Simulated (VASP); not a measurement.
# Cs3KSb (Pm-3m) in VASP: a series of runs

The runs below take Cs3KSb through single point, relaxation of cell and atoms, with PBE.

Everything below comes from runs of VASP 6.6.1. Logs are shortened: lines on timing, memory, paths and dates and some standing lists are left out, and cuts for length are marked.

### 1 The cell of the first run

Symmetry: Pm-3m, No. 221, cubic system. Conventional cell: a = 5.753 Å, b = 5.753 Å, c = 5.753 Å, α = 90.00°, β = 90.00°, γ = 90.00°. Within 5.3 Å of K (site symmetry m-3m) lie 12 Cs at 4.07 Å and 8 Sb at 4.98 Å. Within 3.8 Å of Cs (site symmetry 4/mmm) lie 2 Sb at 2.88 Å. Sb (site symmetry m-3m) has 6 Cs at 2.88 Å within 3.8 Å.

### 2 Single point, PBE

File INCAR:

```
SYSTEM = Cs3KSb
PREC = Accurate ; ENCUT = 520
EDIFF = 1E-6 ; ISMEAR = 0
SIGMA = 0.1 ; LREAL = .False.
LASPH = .True. ; NELM = 60
ALGO = Normal ; ISIF = 2
LWAVE = .False. ; LCHARG = .False.
GGA = PE ; NBANDS = 28
```

File KPOINTS:

```
Automatic mesh
0
Gamma
  4 4 4
  0 0 0
```

File POSCAR:

```
Cs3KSb
1.0
    5.7531363781      0.0000000000      0.0000000000
    0.0000000000      5.7531363781      0.0000000000
    0.0000000000      0.0000000000      5.7531363781
K Cs Sb
1 3 1
Direct
    0.0000000000      0.0000000000      0.0000000000
    0.0000000000      0.5000000000      0.5000000000
    0.5000000000      0.0000000000      0.5000000000
    0.5000000000      0.5000000000      0.0000000000
    0.5000000000      0.5000000000      0.5000000000
```

Potentials or basis: VASP PAW PBE potentials, release 64 (K_sv, Cs_sv, Sb).

Run with:

```sh
$ cat potpaw_PBE.64/K_sv/POTCAR potpaw_PBE.64/Cs_sv/POTCAR potpaw_PBE.64/Sb/POTCAR > POTCAR
$ mpirun -np 1 vasp_std > vasp.out
```

OUTCAR:

```text
SYSTEM = Cs3KSb
   PREC = Accurate
   ENCUT = 520
   EDIFF = 1E-6
   ISMEAR = 0
   LREAL = .False.
   LASPH = .True.
   NELM = 60
   ISIF = 2
   GGA = PE

 ion  position               nearest neighbor table
   1  0.000  0.000  0.000-
   2  0.000  0.500  0.500-   5 2.88   5 2.88
   3  0.500  0.000  0.500-   5 2.88   5 2.88
   4  0.500  0.500  0.000-   5 2.88   5 2.88
   5  0.500  0.500  0.500-   2 2.88   3 2.88   4 2.88   4 2.88   3 2.88   2 2.88

  LATTYP: Found a simple cubic cell.
 ALAT       =     5.7531363781

  Lattice vectors:

 A1 = (   5.7531363781,   0.0000000000,   0.0000000000)
 A2 = (   0.0000000000,   5.7531363781,   0.0000000000)
 A3 = (   0.0000000000,   0.0000000000,   5.7531363781)

Analysis of symmetry for initial positions (statically):
=====================================================================
 Subroutine PRICEL returns:
 Original cell was already a primitive cell.

 Routine SETGRP: Setting up the symmetry group for a
 simple cubic supercell.

 Subroutine GETGRP returns: Found 48 space group operations
 (whereof 48 operations were pure point group operations)
 out of a pool of 48 trial point group operations.

The static configuration has the point symmetry O_h .

Analysis of symmetry for dynamics (positions and initial velocities):
=====================================================================
 Subroutine PRICEL returns:
 Original cell was already a primitive cell.

 Routine SETGRP: Setting up the symmetry group for a
 simple cubic supercell.

 Subroutine GETGRP returns: Found 48 space group operations
 (whereof 48 operations were pure point group operations)
 out of a pool of 48 trial point group operations.

The dynamic configuration has the point symmetry O_h .

 Subroutine INISYM returns: Found 48 space group operations
 (whereof 48 operations are pure point group operations),
 and found     1 'primitive' translations

----------------------------------------------------------------------------------------

                                     Primitive cell

  volume of cell :     190.4206

  direct lattice vectors                    reciprocal lattice vectors
     5.753136378  0.000000000  0.000000000     0.173818233  0.000000000  0.000000000
     0.000000000  5.753136378  0.000000000     0.000000000  0.173818233  0.000000000
     0.000000000  0.000000000  5.753136378     0.000000000  0.000000000  0.173818233

  length of vectors
     5.753136378  5.753136378  5.753136378     0.173818233  0.173818233  0.173818233

  position of ions in fractional coordinates (direct lattice)
     0.000000000  0.000000000  0.000000000
     0.000000000  0.500000000  0.500000000
     0.500000000  0.000000000  0.500000000
     0.500000000  0.500000000  0.000000000
     0.500000000  0.500000000  0.500000000

  ion indices of the primitive-cell ions
   primitive index   ion index
                 1           1
                 2           2
                 3           3
                 4           4
                 5           5

----------------------------------------------------------------------------------------

 KPOINTS: Automatic mesh

Automatic generation of k-mesh.
 Grid dimensions read from file:
 generate k-points for:    4    4    4

 Generating k-lattice:

  Cartesian coordinates                     Fractional coordinates (reciprocal lattice)
     0.043454558  0.000000000  0.000000000     0.250000000  0.000000000  0.000000000
     0.000000000  0.043454558  0.000000000     0.000000000  0.250000000  0.000000000
     0.000000000  0.000000000  0.043454558     0.000000000  0.000000000  0.250000000

  Length of vectors
     0.043454558  0.043454558  0.043454558

  Shift w.r.t. Gamma in fractional coordinates (k-lattice)
     0.000000000  0.000000000  0.000000000

 Subroutine IBZKPT returns following result:
 ===========================================

 Found     10 irreducible k-points:

 Following reciprocal coordinates:
            Coordinates               Weight
  0.000000  0.000000  0.000000      1.000000
  0.250000  0.000000  0.000000      6.000000
  0.500000  0.000000  0.000000      3.000000
  0.250000  0.250000  0.000000     12.000000
  0.500000  0.250000  0.000000     12.000000
  0.500000  0.500000  0.000000      3.000000
  0.250000  0.250000  0.250000      8.000000
  0.500000  0.250000  0.250000     12.000000
  0.500000  0.500000  0.250000      6.000000
  0.500000  0.500000  0.500000      1.000000
   k-points           NKPTS =     10   k-points in BZ     NKDIM =     10   number of bands    NBANDS=     28
   number of dos      NEDOS =    301   number of ions     NIONS =      5
   total plane-waves  NPLWV = 110592
   dimension x,y,z NGX =    48 NGY =   48 NGZ =   48
   dimension x,y,z NGXF=    96 NGYF=   96 NGZF=   96
   ions per type =               1   3   1
   NGX,Y,Z   is equivalent  to a cutoff of  13.87, 13.87, 13.87 a.u.
   NGXF,Y,Z  is equivalent  to a cutoff of  27.74, 27.74, 27.74 a.u.
 SYSTEM =  Cs3KSb
[... 61 lines left out ...]
      1     -27.8652      2.00000
      2     -19.0677      2.00000
      3     -18.6977      2.00000
      4     -18.6977      2.00000
      5     -11.3956      2.00000
      6     -11.3956      2.00000
[... 20 lines left out ...]
     27       7.6193      0.00000
     28       7.6193      0.00000

 k-point     2 :       0.2500    0.0000    0.0000
  band No.  band energies     occupation
      1     -27.8651      2.00000
      2     -19.0231      2.00000
      3     -18.7460      2.00000
      4     -18.6970      2.00000
      5     -11.3943      2.00000
      6     -11.3943      2.00000
[... 20 lines left out ...]
     27       6.9172      0.00000
     28       7.6429      0.00000

 k-point     3 :       0.5000    0.0000    0.0000
  band No.  band energies     occupation
      1     -27.8651      2.00000
      2     -18.9507      2.00000
      3     -18.8221      2.00000
      4     -18.6963      2.00000
      5     -11.3930      2.00000
      6     -11.3930      2.00000
[... 20 lines left out ...]
     27       6.2573      0.00000
     28       7.3943      0.00000

 k-point     4 :       0.2500    0.2500    0.0000
  band No.  band energies     occupation
      1     -27.8651      2.00000
      2     -18.9824      2.00000
      3     -18.7601      2.00000
      4     -18.7246      2.00000
      5     -11.3962      2.00000
      6     -11.3931      2.00000
[... 20 lines left out ...]
     27       6.7872      0.00000
     28       7.1762      0.00000

 k-point     5 :       0.5000    0.2500    0.0000
  band No.  band energies     occupation
      1     -27.8650      2.00000
      2     -18.9134      2.00000
      3     -18.8215      2.00000
      4     -18.7333      2.00000
      5     -11.3950      2.00000
      6     -11.3945      2.00000
[... 20 lines left out ...]
     27       6.3830      0.00000
     28       6.9415      0.00000

 k-point     6 :       0.5000    0.5000    0.0000
  band No.  band energies     occupation
      1     -27.8650      2.00000
      2     -18.8255      2.00000
      3     -18.8208      2.00000
      4     -18.8208      2.00000
      5     -11.3970      2.00000
      6     -11.3970      2.00000
[... 20 lines left out ...]
     27       6.4640      0.00000
     28       6.8338      0.00000

 k-point     7 :       0.2500    0.2500    0.2500
  band No.  band energies     occupation
      1     -27.8650      2.00000
      2     -18.9474      2.00000
      3     -18.7593      2.00000
      4     -18.7593      2.00000
      5     -11.3970      2.00000
      6     -11.3970      2.00000
[... 20 lines left out ...]
     27       7.0253      0.00000
     28       7.3288      0.00000

 k-point     8 :       0.5000    0.2500    0.2500
  band No.  band energies     occupation
      1     -27.8650      2.00000
      2     -18.8859      2.00000
      3     -18.8206      2.00000
      4     -18.7584      2.00000
      5     -11.3978      2.00000
      6     -11.3972      2.00000
[... 20 lines left out ...]
     27       6.5437      0.00000
     28       6.6494      0.00000

 k-point     9 :       0.5000    0.5000    0.2500
  band No.  band energies     occupation
      1     -27.8649      2.00000
      2     -18.8221      2.00000
      3     -18.8198      2.00000
      4     -18.8198      2.00000
      5     -11.3999      2.00000
      6     -11.3999      2.00000
[... 20 lines left out ...]
     27       6.8041      0.00000
     28       6.9563      0.00000

 k-point    10 :       0.5000    0.5000    0.5000
  band No.  band energies     occupation
      1     -27.8649      2.00000
      2     -18.8187      2.00000
      3     -18.8187      2.00000
      4     -18.8187      2.00000
      5     -11.4028      2.00000
      6     -11.4028      2.00000
[... 20 lines left out ...]
     27       6.9013      0.00000
     28       7.1075      0.00000

------------------------ aborting loop because EDIFF is reached ----------------------------------------

  FORCE on cell =-STRESS in cart. coord.  units (eV):
  Direction    XX          YY          ZZ          XY          YZ          ZX
  --------------------------------------------------------------------------------------
  -------------------------------------------------------------------------------------
  Total       24.3921577     24.3921577     24.3921577      0.0000000      0.0000000     -0.0000000
  in kB      205.2328113    205.2328113    205.2328113      0.0000000      0.0000000     -0.0000000
  external PRESSURE =     205.2328113 kB  Pullay stress =       0.0000000 kB

 VOLUME and BASIS-vectors are now :
 -----------------------------------------------------------------------------
  energy-cutoff  :      520.00
  volume of cell :      190.42
      direct lattice vectors                 reciprocal lattice vectors
     5.753136378  0.000000000  0.000000000     0.173818233  0.000000000  0.000000000
     0.000000000  5.753136378  0.000000000     0.000000000  0.173818233  0.000000000
     0.000000000  0.000000000  5.753136378     0.000000000  0.000000000  0.173818233

 POSITION                                       TOTAL-FORCE (eV/Angst)
 -----------------------------------------------------------------------------------
      0.00000      0.00000      0.00000         0.000000      0.000000      0.000000
      0.00000      2.87657      2.87657         0.000000      0.000000      0.000000
      2.87657      0.00000      2.87657         0.000000      0.000000      0.000000
      2.87657      2.87657      0.00000         0.000000      0.000000      0.000000
      2.87657      2.87657      2.87657         0.000000      0.000000      0.000000
 -----------------------------------------------------------------------------------
    total drift:                               -0.000000      0.000000     -0.000000

  FREE ENERGIE OF THE ION-ELECTRON SYSTEM (eV)
  ---------------------------------------------------
  free  energy   TOTEN  =        -0.5174542146 eV

  energy  without entropy=       -0.4873567945  energy(sigma->0) =       -0.50240550
```

It took 87 s on 1 thread of Oxide Virtual Turin-like, shared host; peak memory 0.3 GiB.

Results:

* Free energy: -0.5175 eV
* Pressure: 20.5 GPa
* Band gap on the k mesh: zero (an odd number of electrons rules out a gap without spin polarisation)

Levels at points of the mesh, in eV from the Fermi level:
| k point | band 18 | band 19 | band 20 | band 21 | band 22 | band 23 |
| --- | --- | --- | --- | --- | --- | --- |
| (0.00, 0.00, 0.00) | -2.03 | -0.13 | -0.13 | 0.12 | 0.12 | 0.12 |
| (0.50, 0.00, 0.00) | -2.17 | -0.49 | -0.47 | 0.51 | 0.51 | 0.61 |
| (0.50, 0.50, 0.00) | -2.65 | -2.65 | -0.08 | 0.24 | 0.77 | 0.77 |
| (0.50, 0.50, 0.50) | -3.13 | -3.13 | -3.13 | -0.92 | 1.40 | 1.40 |

Caveat: the cell stands under pressure; spin-orbit coupling is left out, which moves the levels of the heavy elements.

### 3 Single point, PBE

This run uses another cell than the first one, of 84.37 Å³/atom.

File INCAR:

```
  ALGO = Fast
  EDIFF = 1E-6
  ENCUT = 520
  GGA = PE
  ISIF = 2
  ISMEAR = 0
  LASPH = True
  LCHARG = True
  LELF = True
  LREAL = False
  LVHAR = True
  LWAVE = False
  NBANDS = 28
  NELM = 100
  PREC = Accurate
  SIGMA = 0.1
```

File KPOINTS:

```
k-points
0
Gamma
  4 4 4
```

POSCAR: that of step 2 with these lines changed.

```diff
@@ -2,5 +2,5 @@
 1.0
-    5.7531363781      0.0000000000      0.0000000000
-    0.0000000000      5.7531363781      0.0000000000
-    0.0000000000      0.0000000000      5.7531363781
+    7.4999341945      0.0000000000      0.0000000000
+    0.0000000000      7.4999341945      0.0000000000
+    0.0000000000      0.0000000000      7.4999341945
 K Cs Sb
```

Potentials or basis: VASP PAW PBE potentials, release 64 (K_sv, Cs_sv, Sb).

Run with:

```sh
$ cat potpaw_PBE.64/K_sv/POTCAR potpaw_PBE.64/Cs_sv/POTCAR potpaw_PBE.64/Sb/POTCAR > POTCAR
$ mpirun -np 1 vasp_std > vasp.out
```

Run time: 9 min. Hardware: 1 thread of Oxide Virtual Turin-like, shared host; peak memory 0.47 GiB.

Results (log left out):

- Free energy: -8.3284 eV
- Pressure: 0.2 GPa
- Band gap on the k mesh: zero (an odd number of electrons rules out a gap without spin polarisation)

Levels at points of the mesh, in eV from the Fermi level:
```
           k point  band 18  band 19  band 20  band 21  band 22  band 23  band 24  band 25
(0.00, 0.00, 0.00)    -0.99     0.06     0.06     0.06     1.07     1.07     1.87     1.87
(0.50, 0.00, 0.00)    -0.98    -0.04    -0.03    -0.03     0.13     1.61     1.62     1.62
(0.50, 0.50, 0.00)    -0.90    -0.90    -0.12    -0.02     0.86     0.86     1.54     1.65
(0.50, 0.50, 0.50)    -0.94    -0.94    -0.94     0.04     1.15     1.15     1.15     1.84
```

Caveat: spin-orbit coupling is left out, which moves the levels of the heavy elements.

### 4 Relaxation of cell and atoms, PBE

File INCAR:

```
PREC = Accurate
ENCUT = 600
EDIFF = 1E-6
ISMEAR = 0
SIGMA = 0.1
LREAL = F
LASPH = T
NELM = 80
ALGO = Normal
ISIF = 3
LWAVE = F
LCHARG = F
GGA = PE
IBRION = 2
NSW = 90
EDIFFG = -0.04
```

File KPOINTS:

```
Automatic mesh
0
Gamma
  4 4 4
```

POSCAR: that of step 3 with these lines changed.

```diff
@@ -2,5 +2,5 @@
 1.0
-    7.4999341945      0.0000000000      0.0000000000
-    0.0000000000      7.4999341945      0.0000000000
-    0.0000000000      0.0000000000      7.4999341945
+    5.7531363781      0.0000000000      0.0000000000
+    0.0000000000      5.7531363781      0.0000000000
+    0.0000000000      0.0000000000      5.7531363781
 K Cs Sb
```

Run with:

```sh
$ cat potpaw_PBE.64/K_sv/POTCAR potpaw_PBE.64/Cs_sv/POTCAR potpaw_PBE.64/Sb/POTCAR > POTCAR
$ mpirun -np 1 vasp_std > vasp.out
```

Wall time 7.5 min (1 thread of Oxide Virtual Turin-like, shared host); peak memory 0.33 GiB.

It converged, with:

```
Free energy                           : -8.3127 eV
Relaxed volume                        : 87.33 Å³/atom
Relaxed cell                          : a = 7.587 Å, b = 7.587 Å, c = 7.587 Å, α = 90.00°, β = 90.00°, γ = 90.00°
Space group after relaxing (to 0.1 Å) : Pm-3m (No. 221)
Energy gained by relaxing             : 1559.0 meV/atom
Ionic steps                           : 5
Pressure after relaxing               : 0.0 GPa
Band gap on the k mesh                : zero (an odd number of electrons rules out a gap without spin polarisation)
```

Step by step:
| step | energy change (eV) | largest force (eV/Å) | pressure (GPa) | volume (Å³) |
| --- | --- | --- | --- | --- |
| 1 | 0.0000 | 0.0000 | 20.53 | 190.42 |
| 2 | -7.5286 | 0.0000 | 1.33 | 359.02 |
| 3 | -7.7077 | 0.0000 | 0.67 | 388.36 |
| 4 | -7.7859 | 0.0000 | -0.17 | 451.74 |
| 5 | -7.7952 | 0.0000 | -0.02 | 436.65 |

Final structure:
```xyz
5
Lattice="7.5866 0.0000 0.0000 0.0000 7.5866 0.0000 0.0000 0.0000 7.5866" Properties=species:S:1:pos:R:3 pbc="T T T"
K     0.0000    0.0000    0.0000
Cs    0.0000    3.7933    3.7933
Cs    3.7933    0.0000    3.7933
Cs    3.7933    3.7933    0.0000
Sb    3.7933    3.7933    3.7933
```

Levels at points of the mesh, in eV from the Fermi level:
```csv
k point,band 18,band 19,band 20,band 21,band 22,band 23,band 24
"(0.00, 0.00, 0.00)",-0.97,0.05,0.05,0.05,1.09,1.09,1.89
"(0.50, 0.00, 0.00)",-0.95,-0.04,-0.04,-0.02,0.14,1.61,1.61
"(0.50, 0.50, 0.00)",-0.86,-0.86,-0.12,-0.03,0.85,0.85,1.64
"(0.50, 0.50, 0.50)",-0.89,-0.89,-0.89,0.05,1.12,1.12,1.12
```

Caveat: the volume moved by over 15 % at a fixed basis, so the end points are rough; spin-orbit coupling is left out, which moves the levels of the heavy elements.

### 5 Single point, PBE

This run uses another cell than the first one, of 87.19 Å³/atom.

File INCAR:

```
  ALGO = Fast
  EDIFF = 1E-6
  ENCUT = 520
  GGA = PE
  ISIF = 2
  ISMEAR = 0
  LASPH = True
  LCHARG = False
  LREAL = False
  LWAVE = False
  NBANDS = 28
  NELM = 80
  PREC = Accurate
  SIGMA = 0.1
```

File KPOINTS:

```
k-points
0
Gamma
  6 6 6
```

POSCAR: that of step 4 with these lines changed.

```diff
@@ -2,5 +2,5 @@
 1.0
-    5.7531363781      0.0000000000      0.0000000000
-    0.0000000000      5.7531363781      0.0000000000
-    0.0000000000      0.0000000000      5.7531363781
+    7.5824300618      0.0000000000      0.0000000000
+    0.0000000000      7.5824300618      0.0000000000
+    0.0000000000      0.0000000000      7.5824300618
 K Cs Sb
```

Run with:

```sh
$ cat potpaw_PBE.64/K_sv/POTCAR potpaw_PBE.64/Cs_sv/POTCAR potpaw_PBE.64/Sb/POTCAR > POTCAR
$ mpirun -np 1 vasp_std > vasp.out
```

It took 14 min on 1 thread of Oxide Virtual Turin-like, shared host; peak memory 0.56 GiB.

It converged, with:

- Free energy: -8.3414 eV
- Pressure: 0.0 GPa
- Band gap on the k mesh: zero (an odd number of electrons rules out a gap without spin polarisation)

Levels at points of the mesh, in eV from the Fermi level:
```
           k point  band 17  band 18  band 19  band 20  band 21  band 22  band 23  band 24  band 25  band 26
(0.00, 0.00, 0.00)    -7.51    -0.96     0.06     0.06     0.06     1.09     1.09     1.90     1.90     1.90
(0.50, 0.00, 0.00)    -7.31    -0.95    -0.03    -0.03    -0.02     0.15     1.61     1.62     1.62     2.33
(0.50, 0.50, 0.00)    -7.13    -0.85    -0.85    -0.11    -0.02     0.86     0.86     1.52     1.65     2.29
(0.50, 0.50, 0.50)    -6.97    -0.88    -0.88    -0.88     0.05     1.13     1.13     1.13     1.84     1.84
```

Caveat: spin-orbit coupling is left out, which moves the levels of the heavy elements.

### 6 Overview

```csv
task,cell,k mesh,cutoff (eV),gap on the mesh (eV),pressure (GPa)
single point,"a = 5.753 Å, 5 atoms",4 × 4 × 4,520,none,20.5
single point,"a = 7.500 Å, 5 atoms",4 × 4 × 4,520,none,0.2
relaxation of cell and atoms,"relaxed from a = 5.753 Å, 5 atoms",4 × 4 × 4,600,none,0.0
single point,"a = 7.582 Å, 5 atoms",6 × 6 × 6,520,none,0.0
```

Alike in all rows: level PBE; potentials or basis VASP PAW PBE potentials, release 64 (K_sv, Cs_sv, Sb); no spin polarisation; smearing gaussian 0.1 eV.

Caveats: spin-orbit coupling is left out, which moves the levels of the heavy elements; the cell stands under pressure (at least some runs); the volume moved by over 15 % at a fixed basis, so the end points are rough (at least some runs).

Absolute energies hang on the potentials; compare differences alone.
